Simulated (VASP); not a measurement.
# MoSe (F-43m) in VASP: notebook

The runs below take MoSe through single point, with PBE+U.

Everything below comes from runs of VASP 6.6.1. Logs are shortened: lines on timing, memory, paths and dates and some standing lists are left out, and cuts for length are marked.

**1. The cell of the first run**

The structure is cubic, space group F-43m (No. 216). The conventional cell has a = 6.247 Å, b = 6.247 Å, c = 6.247 Å, α = 90.00°, β = 90.00°, γ = 90.00°. Within 3.6 Å of Mo (site symmetry -43m) lie 4 Se at 2.70 Å. Se (site symmetry -43m) has 4 Mo at 2.70 Å within 3.6 Å.

**2. Single point, PBE+U**

INCAR

```
SYSTEM = MoSe
ALGO = Normal ; EDIFF = 1E-6
ENCUT = 520 ; GGA = PE
ISIF = 2 ; ISMEAR = 0
LASPH = .TRUE. ; LCHARG = .FALSE.
LDAU = .TRUE. ; LDAUJ = 0 0
LDAUL = 2 -1 ; LDAUPRINT = 1
LDAUTYPE = 2 ; LDAUU = 4.38 0
LMAXMIX = 4 ; LREAL = .FALSE.
LWAVE = .FALSE. ; NBANDS = 17
NELM = 150 ; PREC = Accurate
SIGMA = 0.1
```

KPOINTS

```
k-points
0
G
  12 12 12
  0 0 0
```

POSCAR

```
MoSe
1.0
    0.0000000000      3.1234514948      3.1234514948
    3.1234514948      0.0000000000      3.1234514948
    3.1234514948      3.1234514948      0.0000000000
Mo Se
1 1
Direct
    0.0000000000      0.0000000000      0.0000000000
    0.2500000000      0.2500000000      0.2500000000
```

Potentials or basis: VASP PAW PBE potentials, release 64 (Mo_sv, Se).

Command:

```sh
> cat potpaw_PBE.64/Mo_sv/POTCAR potpaw_PBE.64/Se/POTCAR > POTCAR
> mpirun -np 1 vasp_std > vasp.out
```

OUTCAR:

```text
SYSTEM = MoSe
   EDIFF = 1E-6
   ENCUT = 520
   GGA = PE
   ISIF = 2
   ISMEAR = 0
   LASPH = .TRUE.
   LREAL = .FALSE.
   NELM = 150
   PREC = Accurate

 ion  position               nearest neighbor table
   1  0.000  0.000  0.000-   2 2.70   2 2.70   2 2.70   2 2.70
   2  0.250  0.250  0.250-   1 2.70   1 2.70   1 2.70   1 2.70

  LATTYP: Found a face centered cubic cell.
 ALAT       =     6.2469029896

  Lattice vectors:

 A1 = (   0.0000000000,   3.1234514948,   3.1234514948)
 A2 = (   3.1234514948,   0.0000000000,   3.1234514948)
 A3 = (   3.1234514948,   3.1234514948,   0.0000000000)

Analysis of symmetry for initial positions (statically):
=====================================================================
 Subroutine PRICEL returns:
 Original cell was already a primitive cell.

 Routine SETGRP: Setting up the symmetry group for a
 face centered cubic supercell.

 Subroutine GETGRP returns: Found 24 space group operations
 (whereof 24 operations were pure point group operations)
 out of a pool of 48 trial point group operations.

The static configuration has the point symmetry T_d .

Analysis of symmetry for dynamics (positions and initial velocities):
=====================================================================
 Subroutine PRICEL returns:
 Original cell was already a primitive cell.

 Routine SETGRP: Setting up the symmetry group for a
 face centered cubic supercell.

 Subroutine GETGRP returns: Found 24 space group operations
 (whereof 24 operations were pure point group operations)
 out of a pool of 48 trial point group operations.

The dynamic configuration has the point symmetry T_d .

 Subroutine INISYM returns: Found 24 space group operations
 (whereof 24 operations are pure point group operations),
 and found     1 'primitive' translations

----------------------------------------------------------------------------------------

                                     Primitive cell

  volume of cell :      60.9445

  direct lattice vectors                    reciprocal lattice vectors
     0.000000000  3.123451495  3.123451495    -0.160079323  0.160079323  0.160079323
     3.123451495  0.000000000  3.123451495     0.160079323 -0.160079323  0.160079323
     3.123451495  3.123451495  0.000000000     0.160079323  0.160079323 -0.160079323

  length of vectors
     4.417227465  4.417227465  4.417227465     0.277265520  0.277265520  0.277265520

  position of ions in fractional coordinates (direct lattice)
     0.000000000  0.000000000  0.000000000
     0.250000000  0.250000000  0.250000000

  ion indices of the primitive-cell ions
   primitive index   ion index
                 1           1
                 2           2

----------------------------------------------------------------------------------------

 KPOINTS: k-points

Automatic generation of k-mesh.
 Grid dimensions read from file:
 generate k-points for:   12   12   12

 Generating k-lattice:

  Cartesian coordinates                     Fractional coordinates (reciprocal lattice)
    -0.013339944  0.013339944  0.013339944     0.083333333  0.000000000  0.000000000
     0.013339944 -0.013339944  0.013339944     0.000000000  0.083333333  0.000000000
     0.013339944  0.013339944 -0.013339944     0.000000000  0.000000000  0.083333333

  Length of vectors
     0.023105460  0.023105460  0.023105460

  Shift w.r.t. Gamma in fractional coordinates (k-lattice)
     0.000000000  0.000000000  0.000000000

 Subroutine IBZKPT returns following result:
 ===========================================

 Found     72 irreducible k-points:

 Following reciprocal coordinates:
            Coordinates               Weight
  0.000000  0.000000  0.000000      1.000000
  0.083333  0.000000  0.000000      8.000000
  0.166667  0.000000  0.000000      8.000000
  0.250000  0.000000  0.000000      8.000000
  0.333333  0.000000  0.000000      8.000000
  0.416667  0.000000  0.000000      8.000000
[... 16 lines left out ...]
  0.500000  0.166667  0.000000     24.000000
 -0.416667  0.166667  0.000000     24.000000
 [... further k-points ...]
   k-points           NKPTS =     72   k-points in BZ     NKDIM =     72   number of bands    NBANDS=     17
   number of dos      NEDOS =    301   number of ions     NIONS =      2
   total plane-waves  NPLWV =  46656
   dimension x,y,z NGX =    36 NGY =   36 NGZ =   36
   dimension x,y,z NGXF=    72 NGYF=   72 NGZF=   72
   ions per type =               1   1
   NGX,Y,Z   is equivalent  to a cutoff of  13.55, 13.55, 13.55 a.u.
   NGXF,Y,Z  is equivalent  to a cutoff of  27.10, 27.10, 27.10 a.u.
 SYSTEM =  MoSe
   PREC   = accura    normal or accurate (medium, high low for compatibility)
   ISTART =      0    job   : 0-new  1-cont  2-samecut
   ICHARG =      2    charge: 1-file 2-atom 10-const
   ISPIN  =      1    spin polarized calculation?
   LNONCOLLINEAR =      F non collinear calculations
   LSORBIT =      F    spin-orbit coupling
   LASPH  =      T    aspherical Exc in radial PAW
   ENCUT  =  520.0 eV  38.22 Ry    6.18 a.u.   8.21  8.21  8.21*2*pi/ulx,y,z
   NELM   =    150;   NELMIN=  2; NELMDL= -5     # of ELM steps
   EDIFF  = 0.1E-05   stopping-criterion for ELM
   LREAL  =      F    real-space projection
   EDIFFG = 0.1E-04   stopping-criterion for IOM
   NSW    =      0    number of steps for IOM
   IBRION =     -1    ionic relax: 0-MD 1-quasi-New 2-CG
   NFREE  =      0    steps in history (QN), initial steepest desc. (CG)
   ISIF   =      2    stress and relaxation
   ISYM   =      2    0-nonsym 1-usesym 2-fastsym
   POTIM  = 0.5000    time-step for ionic-motion
   TEBEG  =    0.0;   TEEND  =   0.0 temperature during run
   PSTRESS=    0.0 pullay stress
   NELECT =      20.0000    total number of electrons
   NUPDOWN=      -1.0000    fix difference up-down
   EMIN   =  10.00;   EMAX   =-10.00  energy-range for DOS
   EFERMI =   0.00;   METHOD = LEGACY
   ISMEAR =     0;   SIGMA  =   0.10  broadening in eV -4-tet -1-fermi 0-gaus
   EFERMI_NEDOS =   21; number of points for ismear=-14 and -15
   IALGO  =     38    algorithm
   IMIX   =      4    mixing-type and parameters
     AMIX     =   0.40;   BMIX     =  1.00
     AMIX_MAG =   1.60;   BMIX_MAG =  1.00
  volume/ion in A,a.u.               =      30.47       205.64
  Fermi-wavevector in a.u.,A,eV,Ry     =   1.129207  2.133891 17.348891  1.275107
  Thomas-Fermi vector in A             =   2.265899
   LORBIT       =      0    0 simple, 1 ext, 2 COOP (PROOUT), +10 PAW based schemes
 LDA+U is selected, type is set to LDAUTYPE =  2
   angular momentum for each species LDAUL =     2   -1
   U (eV)           for each species LDAUU =   4.4  0.0
   J (eV)           for each species LDAUJ =   0.0  0.0
   GGA     = PE    functional components
   LHFCALC =     F    Hartree Fock is set to
   AEXX    =    0.0000 exact exchange contribution
   IVDW    =     0    specifies the selected vdW correction
   LEPSILON=     F    determine dielectric tensor
   LRPA    =     F    only Hartree local field effects (RPA)
 non-spin polarized calculation
 Gauss-broadening in eV      SIGMA  =   0.10
  energy-cutoff  :      520.00
  volume of cell :       60.94
 maximum number of plane-waves:      1676
 NGX is ok and might be reduce to    36
   NGX = 17   NGY = 17   NGZ = 17

atom =   1  type =  1  l = 2

 onsite density matrix

spin component  1

  0.1205  0.0000  0.0000  0.0000  0.0000
  0.0000  0.1205 -0.0000  0.0000 -0.0000
  0.0000 -0.0000  0.7988  0.0000 -0.0000
  0.0000  0.0000  0.0000  0.1205  0.0000
  0.0000 -0.0000 -0.0000  0.0000  0.7988

spin component  2

  0.1205  0.0000  0.0000  0.0000  0.0000
  0.0000  0.1205 -0.0000  0.0000 -0.0000
  0.0000 -0.0000  0.7988  0.0000 -0.0000
  0.0000  0.0000  0.0000  0.1205  0.0000
  0.0000 -0.0000 -0.0000  0.0000  0.7988

 occupancies and eigenvectors

  o =  0.1205  v =  0.0000  0.4901  0.0000 -0.8717 -0.0000  0.0000  0.0000  0.0000  0.0000  0.0000      0.0000  0.0000  0.0000  0.0000  0.0000  0.0000  0.0000  0.0000  0.0000  0.0000
  o =  0.1205  v =  0.0000  0.0000  0.0000  0.0000  0.0000  0.0000  0.4901  0.0000 -0.8717 -0.0000      0.0000  0.0000  0.0000  0.0000  0.0000  0.0000  0.0000  0.0000  0.0000  0.0000
  o =  0.1205  v =  0.0000  0.8717 -0.0000  0.4901 -0.0000  0.0000  0.0000  0.0000  0.0000  0.0000      0.0000  0.0000  0.0000  0.0000  0.0000  0.0000  0.0000  0.0000  0.0000  0.0000
  o =  0.1205  v =  0.0000  0.0000  0.0000  0.0000  0.0000  0.0000  0.8717 -0.0000  0.4901 -0.0000      0.0000  0.0000  0.0000  0.0000  0.0000  0.0000  0.0000  0.0000  0.0000  0.0000
  o =  0.1205  v =  1.0000  0.0000  0.0000  0.0000  0.0000  0.0000  0.0000  0.0000  0.0000  0.0000      0.0000  0.0000  0.0000  0.0000  0.0000  0.0000  0.0000  0.0000  0.0000  0.0000
  o =  0.1205  v =  0.0000  0.0000  0.0000  0.0000  0.0000  1.0000  0.0000  0.0000  0.0000  0.0000      0.0000  0.0000  0.0000  0.0000  0.0000  0.0000  0.0000  0.0000  0.0000  0.0000
  o =  0.7988  v =  0.0000  0.0000  0.0000  0.0000  0.0000  0.0000 -0.0000 -0.0315  0.0000 -0.9995      0.0000  0.0000  0.0000  0.0000  0.0000  0.0000  0.0000  0.0000  0.0000  0.0000
  o =  0.7988  v =  0.0000 -0.0000 -0.0315  0.0000 -0.9995  0.0000  0.0000  0.0000  0.0000  0.0000      0.0000  0.0000  0.0000  0.0000  0.0000  0.0000  0.0000  0.0000  0.0000  0.0000
  o =  0.7988  v =  0.0000  0.0000  0.0000  0.0000  0.0000  0.0000  0.0000  0.9995  0.0000 -0.0315      0.0000  0.0000  0.0000  0.0000  0.0000  0.0000  0.0000  0.0000  0.0000  0.0000
  o =  0.7988  v =  0.0000  0.0000  0.9995  0.0000 -0.0315  0.0000  0.0000  0.0000  0.0000  0.0000      0.0000  0.0000  0.0000  0.0000  0.0000  0.0000  0.0000  0.0000  0.0000  0.0000

 number of electron      20.0000000 magnetization

 Free energy of the ion-electron system (eV)
  ---------------------------------------------------
  ext. energy  EPLUGINS =         0.00000000
  ---------------------------------------------------
  free energy    TOTEN  =        -8.31524882 eV

  energy without entropy =       -8.31524872  energy(sigma->0) =       -8.31524877

 E-fermi :   3.5522     XC(G=0):  -8.7215

 val. band max:        3.2539451847   @ k =  -0.2500   0.5000   0.2500
 cond. band min:       3.8645148535   @ k =  -0.2500   0.5000   0.2500
 fundamental gap:      0.6105696689
 Fermi energy:         3.5521708423

 k-point     1 :       0.0000    0.0000    0.0000
  band No.  band energies     occupation
      1     -57.1098      2.00000
      2     -31.1920      2.00000
      3     -31.1920      2.00000
      4     -31.1920      2.00000
      5      -9.5211      2.00000
      6       0.5842      2.00000
[... 457 lines left out ...]
      4     -31.1944      2.00000
      5      -9.1280      2.00000
      6      -0.4376      2.00000
[... 9 lines left out ...]
     16      11.2121      0.00000
     17      11.4536      0.00000

 [... further k-points ...]

------------------------ aborting loop because EDIFF is reached ----------------------------------------

  FORCE on cell =-STRESS in cart. coord.  units (eV):
  Direction    XX          YY          ZZ          XY          YZ          ZX
  --------------------------------------------------------------------------------------
  -------------------------------------------------------------------------------------
  Total       -2.0562520     -2.0562520     -2.0562520      0.0000000     -0.0000000      0.0000000
  in kB      -54.0570859    -54.0570859    -54.0570859      0.0000000     -0.0000000      0.0000000
  external PRESSURE =     -54.0570859 kB  Pullay stress =       0.0000000 kB

 VOLUME and BASIS-vectors are now :
 -----------------------------------------------------------------------------
  energy-cutoff  :      520.00
  volume of cell :       60.94
      direct lattice vectors                 reciprocal lattice vectors
     0.000000000  3.123451495  3.123451495    -0.160079323  0.160079323  0.160079323
     3.123451495  0.000000000  3.123451495     0.160079323 -0.160079323  0.160079323
     3.123451495  3.123451495  0.000000000     0.160079323  0.160079323 -0.160079323

 POSITION                                       TOTAL-FORCE (eV/Angst)
 -----------------------------------------------------------------------------------
      0.00000      0.00000      0.00000        -0.000000     -0.000000     -0.000000
      1.56173      1.56173      1.56173         0.000000      0.000000      0.000000
 -----------------------------------------------------------------------------------
    total drift:                                0.000000      0.000000      0.000000

  FREE ENERGIE OF THE ION-ELECTRON SYSTEM (eV)
  ---------------------------------------------------
  free  energy   TOTEN  =        -8.3152488171 eV

  energy  without entropy=       -8.3152487231  energy(sigma->0) =       -8.31524877
```

Run time: 38 s. Hardware: 1 thread of Intel Xeon 6975P-C (Granite Rapids), shared host; peak memory 0.24 GiB.

What came out:

```yaml
Free_energy: -8.3152 eV
Pressure: -5.4 GPa
Band_gap_on_the_k_mesh: 0.61 eV
```

Eigenvalues of the final occupation matrices:
| site | spin | trace | eigenvalues |
| --- | --- | --- | --- |
| site 1 d | 1 | 1.96 | 0.12 0.12 0.12 0.80 0.80 |
| site 1 d | 2 | 1.96 | 0.12 0.12 0.12 0.80 0.80 |

Caveat: the cell stands under tension. A k mesh can miss the band edges.

**3. Single point, PBE+U**

This run uses another cell than the first one, of 31.69 Å³/atom.

INCAR

```
PREC = Accurate
ENCUT = 520
EDIFF = 1E-7
ISMEAR = 0
SIGMA = 0.1
LREAL = F
LASPH = T
NELM = 150
ALGO = Normal
ISIF = 2
LWAVE = F
LCHARG = F
LMAXMIX = 4
LDAU = T
LDAUTYPE = 2
LDAUL = 2 -1
LDAUU = 4.38 0
LDAUJ = 0 0
LDAUPRINT = 1
GGA = PE
NBANDS = 17
```

KPOINTS

```
Automatic mesh
0
Gamma
  12 12 12
```

POSCAR

```
MoSe
1.0
    0.0000000000      3.1645542543      3.1645542543
    3.1645542543      0.0000000000      3.1645542543
    3.1645542543      3.1645542543      0.0000000000
Mo Se
1 1
Direct
    0.0000000000      0.0000000000      0.0000000000
    0.2500000000      0.2500000000      0.2500000000
```

Potentials or basis: VASP PAW PBE potentials, release 64 (Mo_sv, Se).

Command:

```sh
> cat potpaw_PBE.64/Mo_sv/POTCAR potpaw_PBE.64/Se/POTCAR > POTCAR
> mpirun -np 1 vasp_std > vasp.out
```

Run time: 43 s. Hardware: 1 thread of Intel Xeon 6975P-C (Granite Rapids), shared host; peak memory 0.25 GiB.

Results (log left out):

- Free energy: -8.2254 eV
- Pressure: -6.4 GPa
- Band gap on the k mesh: 0.76 eV

Levels at points of the mesh, in eV from the valence-band top:
```tsv
k point	band 8	band 9	band 10	band 11	band 12	band 13
(0.00, 0.00, 0.00)	-2.49	-0.77	-0.77	1.18	4.33	4.33
(0.50, 0.00, 0.00)	-2.55	-0.30	-0.30	1.78	3.05	3.05
(0.50, 0.50, 0.00)	-2.24	-0.42	-0.26	0.78	2.40	2.40
```

Eigenvalues of the final occupation matrices:
```csv
site,spin,trace,eigenvalues
site 1 d,1,1.95,0.11 0.11 0.11 0.81 0.81
site 1 d,2,1.95,0.11 0.11 0.11 0.81 0.81
```

Caveat: the cell stands under tension. A k mesh can miss the band edges.
